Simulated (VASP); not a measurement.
The system is Ga5N.

```
CELL_PARAMETERS angstrom
0.00000 3.66547 3.66547
3.66547 0.00000 3.66547
3.66547 3.66547 0.00000
ATOMIC_POSITIONS crystal
Ga 0.37786 0.37786 0.37786
Ga 0.37786 0.37786 0.86643
Ga 0.37786 0.86643 0.37786
Ga 0.86643 0.37786 0.37786
Ga 0.00000 0.00000 0.00000
N 0.50000 0.50000 0.50000
```

* Program: VASP 6.6.1
* Task: relaxation of cell and atoms
* Functional: PBE
* Potentials or basis: VASP PAW PBE potentials, release 64 (Ga_d, N)
* Cutoff: 600 eV
* k mesh: 4 × 4 × 4
* Occupations: gaussian, width 0.1 eV
* Spin: no spin polarisation

At the start: pressure 58.2 GPa; volume 16.42 Å³/atom.

Question: Where does the relaxation end?

Answer: Over 10 steps the energy falls by 1670.3 meV/atom and the volume is 23.63 Å³/atom (+44.0 %); space group F-43m (No. 216, to 0.05 Å).

Step by step:
```tsv
step	energy change (eV)	largest force (eV/Å)	pressure (GPa)	volume (Å³)
1	0.0000	16.7676	58.17	98.50
2	31.6341	58.7455	54.50	210.23
3	-6.3719	9.1288	11.47	129.89
4	-7.6255	6.9088	11.91	123.08
5	-8.4520	2.6277	17.47	111.74
6	-8.4573	3.2083	16.58	113.09
7	-9.9906	0.0293	-1.56	148.08
8	-10.0196	0.1695	-0.01	141.90
9	-10.0199	0.1419	-0.36	142.62
10	-10.0218	0.0212	0.07	141.80
```

Final structure:
```
Ga N
1.0
     0.00000    4.13886    4.13886
     4.13886    0.00000    4.13886
     4.13886    4.13886    0.00000
Ga N
5 1
Direct
  0.36301 0.36301 0.36301
  0.36301 0.36301 0.91097
  0.36301 0.91097 0.36301
  0.91097 0.36301 0.36301
  0.00000 0.00000 0.00000
  0.50000 0.50000 0.50000
```

Caveat: the k points lie up to 0.33 Å⁻¹ apart in the final cell; the volume moved by over 15 % at a fixed basis, so the end points are rough.
